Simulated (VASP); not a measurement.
Wanted: the native input for a VASP 6.6.1 run.

```yaml
Task: single point
Functional: LDA
Potentials_or_basis: VASP PAW LDA potentials, release 64 (Ca_sv)
Cutoff: 520 eV
k_mesh: 8 × 8 × 4
Occupations: fermi-dirac, width 0.05 eV
Spin: no spin polarisation
Dipole_correction: no
Further_INCAR_settings: ALGO = Fast; EDIFF = 1e-07; NBANDS = 17
```

The structure of Ca lies in POSCAR:

```
Ca
1.0
    3.9800000000      0.0000000000      0.0000000000
   -1.9900000000      3.4467811071      0.0000000000
    0.0000000000      0.0000000000      6.5200000000
Ca
2
Direct
    0.6666666667      0.3333333333      0.7500000000
    0.3333333333      0.6666666667      0.2500000000
```

One way to write it, as run:

INCAR

```
SYSTEM = Ca
PREC = Accurate
ENCUT = 520
EDIFF = 1E-7
ISMEAR = -1
SIGMA = 0.05
LREAL = .False.
LASPH = .True.
NELM = 80
ALGO = Fast
ISIF = 2
LWAVE = .False.
LCHARG = .False.
NBANDS = 17
```

KPOINTS

```
Automatic mesh
0
Gamma
  8 8 4
  0 0 0
```

Potentials or basis: VASP PAW LDA potentials, release 64 (Ca_sv).

Command:

```bash
$ cat potpaw_LDA.64/Ca_sv/POTCAR > POTCAR
$ mpirun -np 1 vasp_std > vasp.out
```

Results of the run:

```json
{
 "Pressure": "-2.3 GPa",
 "Band gap on the k mesh": "zero (band 10 reaches 1.85 eV, above the bottom of band 11 at 1.41 eV)"
}
```

Run time: 78 s on 1 thread of Intel(R) Xeon(R) Platinum 8488C (Sapphire Rapids), on a shared host, peak memory 0.18 GiB.
